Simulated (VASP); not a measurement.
# Ta (P6/mmm) in VASP: further runs

Ta is run at these levels: PBE; tasks: single point.

Program: VASP 6.6.1. These are calculated values, not measurements. Logs are shortened: lines on timing, memory, paths and dates and some standing lists are left out, and cuts for length are marked.

### Step 1. The cell of the first run

It takes space group P6/mmm (No. 191, hexagonal). Conventional cell: a = 2.439 Å, b = 2.439 Å, c = 2.303 Å, α = 90.00°, β = 90.00°, γ = 120.00°. Within 3.0 Å of Ta (site symmetry 6/mmm) lie 8 Ta at 2.30 to 2.44 Å.

### Step 2. Single point, PBE

File INCAR:

```
  PREC = Accurate
  ENCUT = 520
  EDIFF = 1E-6
  ISMEAR = -1
  SIGMA = 0.05
  LREAL = False
  LASPH = True
  NELM = 80
  ALGO = Normal
  ISIF = 2
  LWAVE = False
  LCHARG = True
  GGA = PE
  LELF = True
  LVHAR = True
  NBANDS = 12
```

File KPOINTS:

```
Automatic mesh
0
Gamma
  17 17 16
```

File POSCAR:

```
Ta
1.0
    2.4390980835      0.0000000000      0.0000000000
   -1.2195490417      2.1123209026      0.0000000000
    0.0000000000      0.0000000000      2.3028387396
Ta
1
Direct
    0.0000000000      0.0000000000      0.0000000000
```

Potentials or basis: VASP PAW PBE potentials, release 64 (Ta_pv).

Started as:

```
$ cat potpaw_PBE.64/Ta_pv/POTCAR > POTCAR
$ mpirun -np 1 vasp_std > vasp.out
```

OUTCAR:

```text
PREC = Accurate
   ENCUT = 520
   EDIFF = 1E-6
   ISMEAR = -1
   LREAL = False
   LASPH = True
   NELM = 80
   ISIF = 2
   GGA = PE

 ion  position               nearest neighbor table
   1  0.000  0.000  0.000-

  LATTYP: Found a hexagonal cell.
 ALAT       =     2.4390980835
 C/A-ratio  =     0.9441353569

  Lattice vectors:

 A1 = (   2.4390980835,   0.0000000000,   0.0000000000)
 A2 = (  -1.2195490417,   2.1123209026,   0.0000000000)
 A3 = (   0.0000000000,   0.0000000000,   2.3028387396)

Analysis of symmetry for initial positions (statically):
=====================================================================
 Subroutine PRICEL returns:
 Original cell was already a primitive cell.

 Routine SETGRP: Setting up the symmetry group for a
 hexagonal supercell.

 Subroutine GETGRP returns: Found 24 space group operations
 (whereof 24 operations were pure point group operations)
 out of a pool of 24 trial point group operations.

The static configuration has the point symmetry D_6h.

Analysis of symmetry for dynamics (positions and initial velocities):
=====================================================================
 Subroutine PRICEL returns:
 Original cell was already a primitive cell.

 Routine SETGRP: Setting up the symmetry group for a
 hexagonal supercell.

 Subroutine GETGRP returns: Found 24 space group operations
 (whereof 24 operations were pure point group operations)
 out of a pool of 24 trial point group operations.

The dynamic configuration has the point symmetry D_6h.

 Subroutine INISYM returns: Found 24 space group operations
 (whereof 24 operations are pure point group operations),
 and found     1 'primitive' translations

----------------------------------------------------------------------------------------

                                     Primitive cell

  volume of cell :      11.8646

  direct lattice vectors                    reciprocal lattice vectors
     2.439098083  0.000000000  0.000000000     0.409987613  0.236706458  0.000000000
    -1.219549042  2.112320903  0.000000000     0.000000000  0.473412917  0.000000000
     0.000000000  0.000000000  2.302838740     0.000000000  0.000000000  0.434246646

  length of vectors
     2.439098083  2.439098083  2.302838740     0.473412917  0.473412917  0.434246646

  position of ions in fractional coordinates (direct lattice)
     0.000000000  0.000000000  0.000000000

  ion indices of the primitive-cell ions
   primitive index   ion index
                 1           1

----------------------------------------------------------------------------------------

 KPOINTS: Automatic mesh

Automatic generation of k-mesh.
 Grid dimensions read from file:
 generate k-points for:   17   17   16

 Generating k-lattice:

  Cartesian coordinates                     Fractional coordinates (reciprocal lattice)
     0.024116918  0.013923909  0.000000000     0.058823529  0.000000000  0.000000000
     0.000000000  0.027847819  0.000000000     0.000000000  0.058823529  0.000000000
     0.000000000  0.000000000  0.027140415     0.000000000  0.000000000  0.062500000

  Length of vectors
     0.027847819  0.027847819  0.027140415

  Shift w.r.t. Gamma in fractional coordinates (k-lattice)
     0.000000000  0.000000000  0.000000000

 Subroutine IBZKPT returns following result:
 ===========================================

 Found    297 irreducible k-points:

 Following reciprocal coordinates:
            Coordinates               Weight
  0.000000  0.000000  0.000000      1.000000
  0.058824 -0.000000  0.000000      6.000000
  0.117647  0.000000  0.000000      6.000000
  0.176471  0.000000  0.000000      6.000000
  0.235294  0.000000  0.000000      6.000000
  0.294118  0.000000  0.000000      6.000000
[... 16 lines left out ...]
  0.411765  0.117647  0.000000     12.000000
  0.176471  0.176471  0.000000      6.000000
 [... further k-points ...]
   k-points           NKPTS =    297   k-points in BZ     NKDIM =    297   number of bands    NBANDS=     12
   number of dos      NEDOS =    301   number of ions     NIONS =      1
   total plane-waves  NPLWV =   5832
   dimension x,y,z NGX =    18 NGY =   18 NGZ =   18
   dimension x,y,z NGXF=    36 NGYF=   36 NGZF=   36
   ions per type =               1
   NGX,Y,Z   is equivalent  to a cutoff of  12.27, 12.27, 12.99 a.u.
   NGXF,Y,Z  is equivalent  to a cutoff of  24.54, 24.54, 25.99 a.u.
 SYSTEM =  unknown system
   PREC   = accura    normal or accurate (medium, high low for compatibility)
   ISTART =      0    job   : 0-new  1-cont  2-samecut
   ICHARG =      2    charge: 1-file 2-atom 10-const
   ISPIN  =      1    spin polarized calculation?
   LNONCOLLINEAR =      F non collinear calculations
   LSORBIT =      F    spin-orbit coupling
   LASPH  =      T    aspherical Exc in radial PAW
   ENCUT  =  520.0 eV  38.22 Ry    6.18 a.u.   4.54  4.54  4.28*2*pi/ulx,y,z
   NELM   =     80;   NELMIN=  2; NELMDL= -5     # of ELM steps
[... 119 lines left out ...]
      3     -21.8074      2.00000
      4       3.1133      2.00000
      5       5.3339      2.00000
      6       8.7640      2.00000
      7      13.6284      0.00000
      8      16.2441      0.00000
      9      19.9816      0.00000
     10      25.2084      0.00000
     11      28.9798      0.00000
     12      31.9808      0.00000

 k-point     6 :       0.2941    0.0000    0.0000
  band No.  band energies     occupation
      1     -25.1549      2.00000
      2     -22.7115      2.00000
      3     -21.6967      2.00000
      4       3.4229      2.00000
      5       5.3061      2.00000
      6      10.0626      1.85883
      7      15.0163      0.00000
      8      15.5196      0.00000
      9      19.6584      0.00000
     10      25.1993      0.00000
     11      27.4464      0.00000
     12      32.5107      0.00000

 k-point     7 :       0.3529    0.0000    0.0000
  band No.  band energies     occupation
      1     -25.8345      2.00000
      2     -22.8795      2.00000
      3     -21.5955      2.00000
      4       3.1866      2.00000
      5       5.6930      2.00000
      6      11.5086      0.00000
      7      14.0426      0.00000
      8      17.6176      0.00000
      9      19.3802      0.00000
     10      25.1879      0.00000
     11      26.6435      0.00000
     12      31.0919      0.00000

 k-point     8 :       0.4118    0.0000    0.0000
  band No.  band energies     occupation
      1     -26.3213      2.00000
      2     -23.0028      2.00000
      3     -21.5181      2.00000
      4       2.8436      2.00000
      5       6.1913      2.00000
      6      12.5885      0.00000
      7      13.3695      0.00000
      8      19.1778      0.00000
      9      19.7087      0.00000
     10      25.1928      0.00000
     11      26.8338      0.00000
     12      29.5858      0.00000
[... 166 lines left out ...]
 k-point    20 :       0.2353    0.1176    0.0000
  band No.  band energies     occupation
      1     -25.1986      2.00000
      2     -23.0335      2.00000
      3     -21.6627      2.00000
      4       4.3109      2.00000
      5       5.7577      2.00000
      6       8.7447      2.00000
      7      14.9598      0.00000
      8      16.6482      0.00000
      9      19.0054      0.00000
     10      25.1991      0.00000
     11      27.6248      0.00000
     12      30.0699      0.00000

 k-point    21 :       0.2941    0.1176    0.0000
  band No.  band energies     occupation
      1     -25.7755      2.00000
      2     -23.2670      2.00000
      3     -21.5679      2.00000
      4       4.2952      2.00000
      5       5.8952      2.00000
      6      10.2711      0.33830
      7      14.1431      0.00000
      8      18.4638      0.00000
      9      18.5933      0.00000
     10      25.1920      0.00000
     11      26.9171      0.00000
     12      29.0015      0.00000

 k-point    22 :       0.3529    0.1176    0.0000
  band No.  band energies     occupation
      1     -26.1930      2.00000
      2     -23.4378      2.00000
      3     -21.4957      2.00000
      4       3.9921      2.00000
      5       6.3392      2.00000
      6      11.5773      0.00000
      7      13.5712      0.00000
      8      18.2955      0.00000
      9      20.0250      0.00000
     10      25.1916      0.00000
     11      26.8755      0.00000
     12      27.6948      0.00000

 k-point    23 :       0.4118    0.1176    0.0000
  band No.  band energies     occupation
      1     -26.4115      2.00000
      2     -23.5276      2.00000
      3     -21.4566      2.00000
      4       3.7981      2.00000
      5       6.6387      2.00000
      6      12.3056      0.00000
      7      13.2771      0.00000
      8      18.1401      0.00000
      9      21.2227      0.00000
     10      25.1761      0.00000
     11      26.2233      0.00000
     12      27.2516      0.00000

 k-point    24 :       0.1765    0.1765    0.0000
  band No.  band energies     occupation
      1     -25.0595      2.00000
      2     -23.1164      2.00000
      3     -21.6720      2.00000
      4       4.5564      2.00000
      5       6.6446      2.00000
      6       7.3096      2.00000
      7      15.1645      0.00000
      8      16.6262      0.00000
      9      18.8346      0.00000
     10      25.2010      0.00000
     11      28.0789      0.00000
     12      29.4690      0.00000

 [... further k-points ...]
[... 5 lines left out ...]
  --------------------------------------------------------------------------------------
  -------------------------------------------------------------------------------------
  Total       16.3853351     16.3853351     16.4442366      0.0000000     -0.0000000      0.0000000
  in kB     2212.6525455   2212.6525454   2220.6065271      0.0000001     -0.0000000      0.0000000
  external PRESSURE =    2215.3038727 kB  Pullay stress =       0.0000000 kB

 VOLUME and BASIS-vectors are now :
 -----------------------------------------------------------------------------
  energy-cutoff  :      520.00
  volume of cell :       11.86
      direct lattice vectors                 reciprocal lattice vectors
     2.439098083  0.000000000  0.000000000     0.409987613  0.236706458  0.000000000
    -1.219549042  2.112320903  0.000000000     0.000000000  0.473412917  0.000000000
     0.000000000  0.000000000  2.302838740     0.000000000  0.000000000  0.434246646

 POSITION                                       TOTAL-FORCE (eV/Angst)
 -----------------------------------------------------------------------------------
      0.00000      0.00000      0.00000         0.000000      0.000000      0.000000
 -----------------------------------------------------------------------------------
    total drift:                               -0.000000      0.000000     -0.000000

  FREE ENERGIE OF THE ION-ELECTRON SYSTEM (eV)
  ---------------------------------------------------
  free  energy   TOTEN  =        -7.5266216555 eV

  energy  without entropy=       -7.5219614053  energy(sigma->0) =       -7.52429153
```

It took 34 s on 1 thread of AMD EPYC 7R43 (Zen 3), shared host; peak memory 0.11 GiB.

What came out:

| Property | Result |
| --- | --- |
| Free energy | -7.5266 eV |
| Pressure | 221.5 GPa |

Levels at points of the mesh, in eV from the Fermi level:
```csv
k point,band 3,band 4,band 5,band 6,band 7,band 8
"(0.00, 0.00, 0.00)",-32.20,-9.64,-5.96,-0.28,-0.28,10.67
"(0.00, 0.00, 0.50)",-31.70,-5.09,0.87,1.47,1.47,3.34
```

Caveat: spin-orbit coupling is left out, which moves the levels of the heavy elements.

### Step 3. Single point, PBE

This run uses another cell than the first one, of 13.84 Å³/atom, 1.167 times its volume.

File INCAR:

```
  ALGO = Normal
  EDIFF = 1E-6
  ENCUT = 520
  GGA = PE
  ISIF = 2
  ISMEAR = -1
  LASPH = T
  LCHARG = F
  LREAL = F
  LWAVE = F
  NBANDS = 12
  NELM = 80
  PREC = Accurate
  SIGMA = 0.05
```

File KPOINTS:

```
k-points
0
Gamma
  17 17 16
```

File POSCAR:

```
Ta
1.0
    2.5647338731      0.0000000000      0.0000000000
   -1.2823669366      2.2211246881      0.0000000000
    0.0000000000      0.0000000000      2.4298766684
Ta
1
Direct
    0.0000000000      0.0000000000      0.0000000000
```

Potentials or basis: VASP PAW PBE potentials, release 64 (Ta_pv).

Started as:

```
$ cat potpaw_PBE.64/Ta_pv/POTCAR > POTCAR
$ mpirun -np 1 vasp_std > vasp.out
```

Run time: 36 s. Hardware: 1 thread of AMD EPYC 7R43 (Zen 3), shared host; peak memory 0.12 GiB.

The run converged. Its results:

| Item | Value |
| --- | --- |
| Free energy | -9.5363 eV |
| Pressure | 114.8 GPa |

Stress tensor (GPa, compression positive):
```
114.74   0.00   0.00
  0.00 114.74   0.00
  0.00   0.00 115.06
```

Levels at points of the mesh, in eV from the Fermi level:
| k point | band 3 | band 4 | band 5 | band 6 | band 7 | band 8 |
| --- | --- | --- | --- | --- | --- | --- |
| (0.00, 0.00, 0.00) | -32.66 | -9.26 | -4.84 | 0.07 | 0.07 | 9.01 |
| (0.00, 0.00, 0.50) | -32.34 | -5.04 | 0.19 | 1.47 | 1.47 | 3.17 |

Caveat: spin-orbit coupling is left out, which moves the levels of the heavy elements.

### Step 4. Single point, PBE

File INCAR:

```
SYSTEM = Ta
ALGO     = Normal         ! electronic algorithm
EDIFF    = 1E-7           ! SCF threshold, eV
ENCUT    = 520            ! plane-wave cutoff, eV
GGA      = PE             ! functional
ISIF     = 2              ! what is computed and relaxed
ISMEAR   = -1             ! smearing method
LASPH    = .TRUE.         ! aspherical terms in the spheres
LCHARG   = .FALSE.        ! write CHGCAR
LREAL    = .FALSE.        ! projectors in reciprocal space
LWAVE    = .FALSE.        ! write WAVECAR
NBANDS   = 12             ! bands
NELM     = 60             ! most SCF steps
PREC     = Accurate       ! precision mode
SIGMA    = 0.05           ! smearing width, eV
```

File KPOINTS:

```
k-points
0
G
  17 17 16
  0 0 0
```

POSCAR is that of step 3.

Started as:

```
$ cat potpaw_PBE.64/Ta_pv/POTCAR > POTCAR
$ mpirun -np 1 vasp_std > vasp.out
```

Wall time 51 s (1 thread of AMD EPYC 7R43 (Zen 3), shared host); peak memory 0.12 GiB.

The run converged. Its results:

- Free energy: -9.5363 eV
- Pressure: 114.9 GPa

Stress tensor (GPa, compression positive):
```
114.75   0.00   0.00
  0.00 114.75   0.00
  0.00   0.00 115.08
```

Levels at points of the mesh, in eV from the Fermi level:
| k point | band 1 | band 2 | band 3 | band 4 | band 5 | band 6 | band 7 | band 8 | band 9 | band 10 |
| --- | --- | --- | --- | --- | --- | --- | --- | --- | --- | --- |
| (0.00, 0.00, 0.00) | -32.70 | -32.66 | -32.66 | -9.26 | -4.84 | 0.07 | 0.07 | 9.01 | 9.01 | 13.59 |
| (0.00, 0.00, 0.50) | -35.98 | -32.34 | -32.34 | -5.04 | 0.19 | 1.47 | 1.47 | 3.17 | 3.17 | 14.78 |

Caveat: spin-orbit coupling is left out, which moves the levels of the heavy elements.

### Step 5. Single point, PBE

This run uses another cell than the first one, of 15.82 Å³/atom, 1.333 times its volume.

File INCAR:

```
SYSTEM = Ta
PREC = Accurate ; ENCUT = 520
EDIFF = 1E-6 ; ISMEAR = -1
SIGMA = 0.05 ; LREAL = .FALSE.
LASPH = .TRUE. ; NELM = 100
ALGO = Normal ; ISIF = 2
LWAVE = .FALSE. ; LCHARG = .FALSE.
GGA = PE ; NBANDS = 12
```

File KPOINTS:

```
regular mesh
0
G
  17 17 16
  0 0 0
```

File POSCAR:

```
Ta
1.0
    2.6824575373      0.0000000000      0.0000000000
   -1.3412287686      2.3230763719      0.0000000000
    0.0000000000      0.0000000000      2.5386047101
Ta
1
Direct
    0.0000000000      0.0000000000      0.0000000000
```

Started as:

```
$ cat potpaw_PBE.64/Ta_pv/POTCAR > POTCAR
$ mpirun -np 1 vasp_std > vasp.out
```

Wall time 38 s (1 thread of AMD EPYC 7R43 (Zen 3), shared host); peak memory 0.13 GiB.

It converged, with:

```
Free energy : -10.5535 eV
Pressure    : 55.4 GPa
```

Levels at points of the mesh, in eV from the Fermi level:
```
           k point  band 3  band 4  band 5  band 6  band 7  band 8
(0.00, 0.00, 0.00)  -33.03   -8.77   -3.99    0.28    0.28    7.80
(0.00, 0.00, 0.50)  -32.83   -4.85   -0.16    1.45    1.45    2.95
```

Caveat: spin-orbit coupling is left out, which moves the levels of the heavy elements.

### Step 6. Single point, PBE

File INCAR:

```
PREC = Accurate
ENCUT = 520
EDIFF = 1E-7
ISMEAR = -1
SIGMA = 0.05
LREAL = F
LASPH = T
NELM = 60
ALGO = Normal
ISIF = 2
LWAVE = F
LCHARG = T
GGA = PE
LELF = T
LVHAR = T
NBANDS = 12
```

File KPOINTS:

```
Automatic mesh
0
Gamma
  17 17 16
```

POSCAR is that of step 5.

Potentials or basis: VASP PAW PBE potentials, release 64 (Ta_pv).

Started as:

```
$ cat potpaw_PBE.64/Ta_pv/POTCAR > POTCAR
$ mpirun -np 1 vasp_std > vasp.out
```

Wall time 51 s (1 thread of AMD EPYC 7R43 (Zen 3), shared host); peak memory 0.13 GiB.

The run converged. Its results:

* Free energy: -10.5535 eV
* Pressure: 55.5 GPa

Stress tensor (GPa, compression positive):
```
55.48  0.00  0.00
 0.00 55.48  0.00
 0.00  0.00 55.60
```

Levels at points of the mesh, in eV from the Fermi level:
```tsv
k point	band 1	band 2	band 3	band 4	band 5	band 6	band 7	band 8	band 9	band 10
(0.00, 0.00, 0.00)	-33.05	-33.05	-33.03	-8.77	-3.99	0.28	0.28	7.80	7.80	13.20
(0.00, 0.00, 0.50)	-35.33	-32.83	-32.83	-4.85	-0.16	1.45	1.45	2.95	2.95	13.27
```

Caveat: spin-orbit coupling is left out, which moves the levels of the heavy elements.

### Step 7. The runs side by side

| cell | gap on the mesh (eV) | pressure (GPa) |
| --- | --- | --- |
| a = 2.439, b = 2.439, c = 2.303 Å, angles 90.0, 90.0, 120.0°, 1 atom | none | 221.5 |
| a = 2.565, b = 2.565, c = 2.430 Å, angles 90.0, 90.0, 120.0°, 1 atom | none | 114.9 |
| a = 2.682, b = 2.682, c = 2.539 Å, angles 90.0, 90.0, 120.0°, 1 atom | none | 55.5 |

Alike in all rows: task single point; level PBE; potentials or basis VASP PAW PBE potentials, release 64 (Ta_pv); no spin polarisation; k mesh 17 × 17 × 16; cutoff (eV) 520; smearing fermi-dirac 0.05 eV.

Caveats: spin-orbit coupling is left out, which moves the levels of the heavy elements.

Total energies depend on the potentials used, so only differences within one code and one set of settings carry meaning.
